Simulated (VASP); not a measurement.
Here is a VASP 6.6.1 calculation.

Contents of INCAR:

```
  ALGO = Normal
  EDIFF = 1E-6
  EDIFFG = -0.01
  ENCUT = 600
  GGA = PS
  IBRION = 2
  ISIF = 3
  ISMEAR = 0
  LASPH = T
  LCHARG = F
  LREAL = F
  LWAVE = F
  NELM = 60
  NSW = 65
  PREC = Accurate
  SIGMA = 0.02
```

The input KPOINTS:

```
k-points
0
Gamma
  12 12 4
```

File POSCAR:

```
GaN
1.0
    3.1826870465      0.0000000000      0.0000000000
   -1.5913435232      2.7562878346      0.0000000000
    0.0000000000      0.0000000000      7.7786995161
Ga N
3 3
Direct
    0.0000000000      0.0000000000      0.0000000000
    0.3333333333      0.6666666667      0.3333333333
    0.6666666667      0.3333333333      0.6666666667
    0.0000000000      0.0000000000      0.2500000000
    0.3333333333      0.6666666667      0.5833333333
    0.6666666667      0.3333333333      0.9166666667
```

Potentials or basis: VASP PAW PBE potentials, release 64 (Ga_d, N).

Command:

```sh
$ cat potpaw_PBE.64/Ga_d/POTCAR potpaw_PBE.64/N/POTCAR > POTCAR
$ mpirun -np 1 vasp_std > vasp.out
```

Q: Estimate the space group after relaxing (to 0.1 Å).

A: F-43m (No. 216).

Q: Estimate the relaxed volume.

A: 11.36 Å³/atom.

Q: What does it give for the band gap on the k mesh?

A: 1.73 eV.

Forces in eV/Å, atoms in the order of the input:
```
Ga   0.000  0.000  0.008
Ga   0.000  0.000  0.008
Ga   0.000  0.000  0.008
N    0.000  0.000 -0.008
N    0.000  0.000 -0.008
N    0.000  0.000 -0.008
```

Caveat: the PAW data sets were made with another functional, which shifts forces and pressure a little.
